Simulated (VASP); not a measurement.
LiF:

```
Li F
1.0
    -0.21261    1.91350    1.91350
     1.91350   -0.21261    1.91350
     1.91350    1.91350   -0.21261
Li F
1 1
Cartesian
  0.0000 0.0000 0.0000
  1.8072 1.8072 1.8072
```

Base run:

* Program: VASP 6.6.1
* Functional: revPBE
* Dispersion: D3(BJ)
* Potentials or basis: VASP PAW PBE potentials, release 64 (Li_sv, F)
* Cutoff: 520 eV
* k mesh: 12 × 12 × 12
* Occupations: gaussian, width 0.05 eV
* Spin: no spin polarisation

Its results: band gap on the k mesh 8.72 eV, direct.

Task: The run is repeated on the same cell with these changes: functional from revPBE to PBE; dispersion from D3(BJ) to none. What comes out?

Result: Band gap on the k mesh 8.52 eV, direct.

Several settings changed at once, so the effect can't be laid on one alone.

A k mesh can miss the band edges.
